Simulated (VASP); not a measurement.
# SiC30 (a cell with a defect) in VASP: a series of runs, part 2 of 2

VASP 6.6.1.

## Step 3: Single point, PBE+D3(BJ) (atoms taken out, then relaxed in part)

Input file INCAR:

```
PREC = Accurate
ENCUT = 520
EDIFF = 1E-6
ISMEAR = 0
SIGMA = 0.1
LREAL = Auto
LASPH = True
NELM = 120
ALGO = Normal
ISIF = 2
LWAVE = False
LCHARG = False
GGA = PE
IVDW = 12
NBANDS = 83
GGA_COMPAT = False
```

Input file KPOINTS:

```
Automatic mesh
0
Gamma
  4 4 4
```

Input file POSCAR:

```
SiC30
1.0
    0.0000000000      0.0000000000      7.1348525476
   -4.9294762873      4.2690516923      3.5674262738
   -4.9294762874     -4.2690516922      3.5674262738
Si C
1 30
Direct
    0.3750000000      0.6276970668      0.6223029332
    0.8750000000      0.5451271651      0.7048728349
    0.2423555405      0.9205038747      0.5947850443
    0.7502139938      0.9177821233      0.5817898890
    0.1254980446      0.2931090912      0.4558948195
    0.6324071725      0.2852602576      0.4499253975
   -0.0002139938      0.6682101110      0.3322178767
    0.5076444595      0.6552149557      0.3294961253
    0.3750000000      0.0434002579      0.2065997421
    0.8750000000      0.0443684620      0.2056315380
    0.2493109104      0.4257524654      0.0756257139
    0.7531162001      0.4179830913      0.0757845085
    0.1175928275      0.8000746025      0.9647397424
    0.6245019554      0.7941051805      0.9568909088
    0.9968837999      0.1742154915      0.8320169087
    0.5006890896      0.1743742861      0.8242475346
    0.5076440088      0.3348788591      0.6498331232
   -0.0002129658      0.3376006235      0.6628253081
    0.8750000000      0.7102672637      0.5397327363
    0.2493167235      0.0809950136      0.4203715394
    0.7531182869      0.0811512504      0.4126121758
    0.1254938895      0.4612777473      0.2877344736
    0.6324039344      0.4553046360      0.2798874952
    0.5006832765      0.8296284606      0.1690049864
   -0.0031182869      0.8373878242      0.1688487496
    0.3750000000      0.2119537411      0.0380462589
    0.8750000000      0.2109898312      0.0390101688
    0.2423559912      0.6001668768      0.9151211409
    0.7502129658      0.5871746919      0.9123993765
    0.1175960656      0.9701125048      0.7946953640
    0.6245061105      0.9622655264      0.7887222527
```

Potentials or basis: VASP PAW PBE potentials, release 64 (Si, C).

Launch:

```console
$ cat potpaw_PBE.64/Si/POTCAR potpaw_PBE.64/C/POTCAR > POTCAR
$ mpirun -np 1 vasp_std > vasp.out
```

OUTCAR:

```text
PREC = Accurate
   ENCUT = 520
   EDIFF = 1E-6
   ISMEAR = 0
   LREAL = Auto
   LASPH = True
   NELM = 120
   ISIF = 2
   GGA = PE
   IVDW = 12
 IVDW          = 12

 ion  position               nearest neighbor table
   1  0.375  0.628  0.622-   3 1.89   8 1.89  17 1.89  28 1.89
   2  0.875  0.545  0.705-  19 1.41  18 1.42  29 1.42
   3  0.242  0.921  0.595-  30 1.39  20 1.43   1 1.89
   4  0.750  0.918  0.582-  19 1.42  21 1.42  31 1.42
   5  0.125  0.293  0.456-  18 1.42  20 1.43  22 1.44
   6  0.632  0.285  0.450-  21 1.39  17 1.39  23 1.45
   7  1.000  0.668  0.332-  19 1.42  25 1.42  22 1.42
[... 22 lines left out ...]
  30  0.118  0.970  0.795-  15 1.39   3 1.39  13 1.45
  31  0.625  0.962  0.789-   4 1.42  16 1.43  14 1.44

  LATTYP: Found a body centered orthorhombic cell.
 ALAT       =     7.1348525476
 B/A-ratio  =     1.1966755203
 C/A-ratio  =     1.3818018675

  Lattice vectors:

 A1 = (   4.9294762873,  -4.2690516923,  -3.5674262738)
 A2 = (   4.9294762874,   4.2690516922,   3.5674262738)
 A3 = (  -4.9294762874,  -4.2690516922,   3.5674262738)

Analysis of symmetry for initial positions (statically):
=====================================================================
 Subroutine PRICEL returns:
 Original cell was already a primitive cell.

 Routine SETGRP: Setting up the symmetry group for a
 body centered orthorhombic supercell.

 Subroutine GETGRP returns: Found  4 space group operations
 (whereof  2 operations were pure point group operations)
 out of a pool of  8 trial point group operations.

The static configuration has the point symmetry C_1h.
 The point group associated with its full space group is C_2v.

Analysis of symmetry for dynamics (positions and initial velocities):
=====================================================================
 Subroutine PRICEL returns:
 Original cell was already a primitive cell.

 Routine SETGRP: Setting up the symmetry group for a
 body centered orthorhombic supercell.

 Subroutine GETGRP returns: Found  4 space group operations
 (whereof  2 operations were pure point group operations)
 out of a pool of  8 trial point group operations.

The dynamic configuration has the point symmetry C_1h.
 The point group associated with its full space group is C_2v.

 Subroutine INISYM returns: Found  4 space group operations
 (whereof  2 operations are pure point group operations),
 and found     1 'primitive' translations

----------------------------------------------------------------------------------------

                                     Primitive cell

  volume of cell :     300.2944

  direct lattice vectors                    reciprocal lattice vectors
     0.000000000  0.000000000  7.134852548     0.101430653 -0.000000000  0.140157066
    -4.929476287  4.269051692  3.567426274    -0.101430653  0.117122030  0.000000000
    -4.929476287 -4.269051692  3.567426274    -0.101430653 -0.117122030  0.000000000

  length of vectors
     7.134852548  7.433106285  7.433106285     0.173009192  0.154937882  0.154937882

  position of ions in fractional coordinates (direct lattice)
[... 95 lines left out ...]
  0.250000  0.000000  0.000000      4.000000
  0.500000  0.000000  0.000000      2.000000
  0.000000  0.250000  0.000000      4.000000
  0.250000  0.250000  0.000000      4.000000
  0.500000  0.250000  0.000000      8.000000
[... 10 lines left out ...]
  0.500000 -0.250000  0.250000      2.000000
  0.000000  0.500000  0.500000      1.000000
   k-points           NKPTS =     18   k-points in BZ     NKDIM =     18   number of bands    NBANDS=     83
   number of dos      NEDOS =    301   number of ions     NIONS =     31
   total plane-waves  NPLWV = 169344
   dimension x,y,z NGX =    54 NGY =   56 NGZ =   56
   dimension x,y,z NGXF=   108 NGYF=  112 NGZF=  112
   ions per type =               1  30
   NGX,Y,Z   is equivalent  to a cutoff of  12.58, 12.52, 12.52 a.u.
   NGXF,Y,Z  is equivalent  to a cutoff of  25.16, 25.05, 25.05 a.u.
 SYSTEM =  unknown system
   PREC   = accura    normal or accurate (medium, high low for compatibility)
   ISTART =      0    job   : 0-new  1-cont  2-samecut
   ICHARG =      2    charge: 1-file 2-atom 10-const
   ISPIN  =      1    spin polarized calculation?
   LNONCOLLINEAR =      F non collinear calculations
   LSORBIT =      F    spin-orbit coupling
   LASPH  =      T    aspherical Exc in radial PAW
   ENCUT  =  520.0 eV  38.22 Ry    6.18 a.u.  13.27 13.82 13.82*2*pi/ulx,y,z
   NELM   =    120;   NELMIN=  2; NELMDL= -5     # of ELM steps
   EDIFF  = 0.1E-05   stopping-criterion for ELM
   LREAL  =      T    real-space projection
   EDIFFG = 0.1E-04   stopping-criterion for IOM
   NSW    =      0    number of steps for IOM
   IBRION =     -1    ionic relax: 0-MD 1-quasi-New 2-CG
   NFREE  =      0    steps in history (QN), initial steepest desc. (CG)
   ISIF   =      2    stress and relaxation
   ISYM   =      2    0-nonsym 1-usesym 2-fastsym
   POTIM  = 0.5000    time-step for ionic-motion
   TEBEG  =    0.0;   TEEND  =   0.0 temperature during run
   PSTRESS=    0.0 pullay stress
   NELECT =     124.0000    total number of electrons
   NUPDOWN=      -1.0000    fix difference up-down
   EMIN   =  10.00;   EMAX   =-10.00  energy-range for DOS
   EFERMI =   0.00;   METHOD = LEGACY
   ISMEAR =     0;   SIGMA  =   0.10  broadening in eV -4-tet -1-fermi 0-gaus
   EFERMI_NEDOS =   21; number of points for ismear=-14 and -15
   IALGO  =     38    algorithm
   IMIX   =      4    mixing-type and parameters
     AMIX     =   0.40;   BMIX     =  1.00
     AMIX_MAG =   1.60;   BMIX_MAG =  1.00
  volume/ion in A,a.u.               =       9.69        65.37
  Fermi-wavevector in a.u.,A,eV,Ry     =   1.219082  2.303731 20.220454  1.486161
  Thomas-Fermi vector in A             =   2.354347
   LORBIT       =      0    0 simple, 1 ext, 2 COOP (PROOUT), +10 PAW based schemes
   GGA     = PE    functional components
   LHFCALC =     F    Hartree Fock is set to
   AEXX    =    0.0000 exact exchange contribution
   IVDW    =    12    specifies the selected vdW correction
   LEPSILON=     F    determine dielectric tensor
   LRPA    =     F    only Hartree local field effects (RPA)
 non-spin polarized calculation
 Gauss-broadening in eV      SIGMA  =   0.10
  energy-cutoff  :      520.00
  volume of cell :      300.29
 maximum number of plane-waves:      8118
 NGX is ok and might be reduce to    54
   NGX = 27   NGY = 27   NGZ = 27

 number of electron     124.0000001 magnetization

 Free energy of the ion-electron system (eV)
  ---------------------------------------------------
  ext. energy  EPLUGINS =         0.00000000
  ---------------------------------------------------
  free energy    TOTEN  =      -276.85069581 eV

  energy without entropy =     -276.84042060  energy(sigma->0) =     -276.84555821

 E-fermi :   3.7384     XC(G=0):  -9.8718

 val. band max:        3.7113899022   @ k =   0.5000   0.5000   0.0000
 cond. band min:       3.8003518697   @ k =   0.5000   0.0000   0.0000
 fundamental gap:      0.0889619676
 Fermi energy:         3.7383684891

 k-point     1 :       0.0000    0.0000    0.0000
  band No.  band energies     occupation
      1     -15.2664      2.00000
      2     -14.0107      2.00000
      3     -13.7767      2.00000
      4     -13.6650      2.00000
      5     -13.4801      2.00000
      6     -12.7431      2.00000
[... 1375 lines left out ...]
     73       9.2674      0.00000
     74       9.4893      0.00000
 [bands above 74 left out]

------------------------ aborting loop because EDIFF is reached ----------------------------------------

 Edisp (eV)   -4.63184

 E8    (eV) :    -1.3405

  FORCE on cell =-STRESS in cart. coord.  units (eV):
  Direction    XX          YY          ZZ          XY          YZ          ZX
  --------------------------------------------------------------------------------------
  -------------------------------------------------------------------------------------
  Total      34.59475   -14.46828    -1.56770    -0.00000     0.00000     0.00000
  in kB     184.57528   -77.19340    -8.36425    -0.00000     0.00000     0.00000
  external pressure =       33.01 kB  Pullay stress =        0.00 kB

 VOLUME and BASIS-vectors are now :
 -----------------------------------------------------------------------------
  energy-cutoff  :      520.00
  volume of cell :      300.29
      direct lattice vectors                 reciprocal lattice vectors
     0.000000000  0.000000000  7.134852548     0.101430653 -0.000000000  0.140157066
    -4.929476287  4.269051692  3.567426274    -0.101430653  0.117122030  0.000000000
    -4.929476287 -4.269051692  3.567426274    -0.101430653 -0.117122030  0.000000000

 POSITION                                       TOTAL-FORCE (eV/Angst)
 -----------------------------------------------------------------------------------
     -6.16185      0.02303      7.13485        -0.000000     -0.000925     -0.000000
     -6.16185     -0.68196     10.70228        -0.000000     -0.001926     -0.000000
     -7.46958      1.39051      7.13485         0.045163     -0.014147     -0.000000
     -7.39210      1.43437     10.70228         0.000532      0.004346      0.000000
     -3.69220     -0.69494      3.56743         0.005551      0.004123     -0.000000
     -3.62408     -0.70296      7.13485         0.011054      0.009778     -0.000000
[... 23 lines left out ...]
     -8.69958      0.74886      7.13485        -0.014457     -0.011452     -0.000000
     -8.63145      0.74087     10.70228        -0.011848     -0.006350     -0.000000
 -----------------------------------------------------------------------------------
    total drift:                               -0.000000     -0.018202     -0.000000

  FREE ENERGIE OF THE ION-ELECTRON SYSTEM (eV)
  ---------------------------------------------------
  free  energy   TOTEN  =      -281.4825399275 eV

  energy  without entropy=     -281.4722647220  energy(sigma->0) =     -281.47740232
```

Run time: 13 min. Hardware: 1 thread of Intel Xeon Platinum 8559C (Emerald Rapids), shared host; peak memory 0.54 GiB.

Results:

```
Free energy                : -281.4825 eV
Pressure                   : 3.3 GPa
Largest force              : 0.051 eV/Å
Band gap on the k mesh     : zero (bands 62 and 63 overlap by 0.14 eV)
Dispersion energy per atom : -0.149 eV
```

Forces in eV/Å, atoms in the order of the input:
```
Si   0.000 -0.001  0.000
C    0.000 -0.002  0.000
C    0.045 -0.014  0.000
C    0.001  0.004  0.000
C    0.006  0.004  0.000
C    0.011  0.010  0.000
C   -0.001  0.004  0.000
C   -0.045 -0.014  0.000
C    0.000 -0.001  0.000
C    0.000  0.004  0.000
C    0.009 -0.008  0.000
C    0.005  0.007  0.000
C   -0.011  0.010  0.000
C   -0.006  0.004  0.000
C   -0.005  0.007  0.000
C   -0.009 -0.008  0.000
C   -0.047  0.018  0.000
C   -0.001 -0.008  0.000
C    0.000 -0.003  0.000
C    0.000  0.003  0.000
C    0.003 -0.002  0.000
C    0.012 -0.006  0.000
C    0.014 -0.011  0.000
C    0.000  0.003  0.000
C   -0.003 -0.002  0.000
C    0.000  0.009  0.000
C    0.000  0.002  0.000
C    0.047  0.018  0.000
C    0.001 -0.008  0.000
C   -0.014 -0.011  0.000
C   -0.012 -0.006  0.000
```

Levels at points of the mesh, in eV from the Fermi level:
| k point | band 58 | band 59 | band 60 | band 61 | band 62 | band 63 | band 64 | band 65 | band 66 | band 67 |
| --- | --- | --- | --- | --- | --- | --- | --- | --- | --- | --- |
| (0.00, 0.00, 0.00) | -1.48 | -1.40 | -1.00 | -0.21 | -0.11 | -0.08 | 1.26 | 1.54 | 1.63 | 2.12 |
| (0.50, 0.00, 0.00) | -1.67 | -1.60 | -0.88 | -0.42 | 0.06 | 0.76 | 1.20 | 1.75 | 2.11 | 2.57 |
| (0.00, 0.50, 0.00) | -2.14 | -1.34 | -1.12 | -0.53 | -0.45 | 0.39 | 1.82 | 1.92 | 2.88 | 3.02 |
| (0.50, 0.50, 0.00) | -1.94 | -1.90 | -1.79 | -1.31 | -0.25 | -0.03 | 2.68 | 2.68 | 2.93 | 3.03 |
| (0.00, 0.50, 0.50) | -2.15 | -1.13 | -0.10 | -0.10 | -0.04 | 0.65 | 1.65 | 2.23 | 2.83 | 2.84 |

Caveat: the cell differs from its parent crystal (atoms taken out, then relaxed in part).

## Step 4: Single point, PBE+D3(BJ)

Input file INCAR:

```
ALGO = Normal ; EDIFF = 1E-6
ENCUT = 520 ; GGA = PE
GGA_COMPAT = False ; ISIF = 2
ISMEAR = 0 ; IVDW = 12
LASPH = True ; LCHARG = False
LREAL = Auto ; LWAVE = False
NBANDS = 83 ; NELM = 120
PREC = Accurate ; SIGMA = 0.1
```

Input file KPOINTS:

```
k-points
0
Gamma
  4 4 4
```

Input file POSCAR:

```
SiC30
1.0
    0.0000000000      0.0000000000      7.1348525476
   -4.9294762873      4.2690516923      3.5674262738
   -4.9294762874     -4.2690516922      3.5674262738
Si C
1 30
Direct
    0.3750000998      0.6223027603      0.6276971668
    0.8750000615      0.5397329005      0.7102670267
    0.2423560902      0.9151211012      0.6001668451
    0.7502129717      0.9123993968      0.5871747099
    0.1254939508      0.2877343982      0.4612776236
    0.6324040158      0.2798874587      0.4553046365
   -0.0002130136      0.6628253187      0.3376006318
    0.5076440080      0.6498331834      0.3348789274
    0.3749999689      0.0380461381      0.2119538473
    0.8750000707      0.0390101696      0.2109898159
    0.2493166379      0.4203715946      0.0809950529
    0.7531182591      0.4126121704      0.0811514382
    0.1175961839      0.7946952906      0.9701124685
    0.6245061088      0.7887223036      0.9622655290
    0.9968817716      0.1688485835      0.8373879233
    0.5006833294      0.1690049688      0.8296284991
    0.5076445152      0.3294960773      0.6552150192
   -0.0002139265      0.3322179134      0.6682098628
    0.8750000615      0.7048728544      0.5451270727
    0.2493108563      0.0756257531      0.4257524575
    0.7531162305      0.0757845929      0.4179830729
    0.1254980080      0.4558947371      0.2931091702
    0.6324071601      0.4499254739      0.2852603326
    0.5006891110      0.8242476363      0.1743742686
   -0.0031162632      0.8320170209      0.1742154288
    0.3749999689      0.2065997308      0.0434002546
    0.8750000707      0.2056314830      0.0443685024
    0.2423555831      0.5947850094      0.9205039513
    0.7502138846      0.5817901658      0.9177821152
    0.1175929381      0.9647396959      0.8000745547
    0.6245019501      0.9568908584      0.7941052915
```

Launch:

```console
$ cat potpaw_PBE.64/Si/POTCAR potpaw_PBE.64/C/POTCAR > POTCAR
$ mpirun -np 1 vasp_std > vasp.out
```

Wall time 13 min (1 thread of Intel Xeon Platinum 8559C (Emerald Rapids), shared host); peak memory 0.54 GiB.

The run converged. Its results:

```yaml
Free_energy: -281.4825 eV
Pressure: 3.3 GPa
Largest_force: 0.051 eV/Å
Band_gap_on_the_k_mesh: zero (bands 62 and 63 overlap by 0.14 eV)
Dispersion_energy_per_atom: -0.149 eV
```

Forces on the atoms (eV/Å):
```
Si   0.000  0.001  0.000
C    0.000  0.003  0.000
C    0.047 -0.018  0.000
C    0.001  0.008  0.000
C    0.012  0.006  0.000
C    0.014  0.011  0.000
C   -0.001  0.008  0.000
C   -0.047 -0.018  0.000
C    0.000 -0.009  0.000
C    0.000 -0.002  0.000
C    0.000 -0.003  0.000
C    0.003  0.002  0.000
C   -0.014  0.011  0.000
C   -0.012  0.006  0.000
C   -0.003  0.002  0.000
C    0.000 -0.003  0.000
C   -0.045  0.014  0.000
C   -0.001 -0.004  0.000
C    0.000  0.002  0.000
C    0.009  0.008  0.000
C    0.005 -0.007  0.000
C    0.006 -0.004  0.000
C    0.011 -0.010  0.000
C   -0.009  0.008  0.000
C   -0.005 -0.007  0.000
C    0.000  0.001  0.000
C    0.000 -0.004  0.000
C    0.045  0.014  0.000
C    0.001 -0.004  0.000
C   -0.011 -0.010  0.000
C   -0.006 -0.004  0.000
```

Stress tensor (GPa, compression positive):
```
18.46  0.00  0.00
 0.00 -7.72  0.00
 0.00  0.00 -0.84
```

Levels at points of the mesh, in eV from the Fermi level:
```csv
k point,band 60,band 61,band 62,band 63,band 64,band 65
"(0.00, 0.00, 0.00)",-1.00,-0.21,-0.11,-0.08,1.26,1.54
"(0.50, 0.00, 0.00)",-0.88,-0.42,0.06,0.76,1.20,1.75
"(0.00, 0.50, 0.00)",-1.12,-0.53,-0.45,0.39,1.82,1.92
"(0.50, 0.50, 0.00)",-1.79,-1.31,-0.25,-0.03,2.68,2.68
"(0.00, 0.50, 0.50)",-0.10,-0.10,-0.04,0.65,1.65,2.23
```

The gap in the log of VASP goes by the Fermi energy; the results here count the filled bands.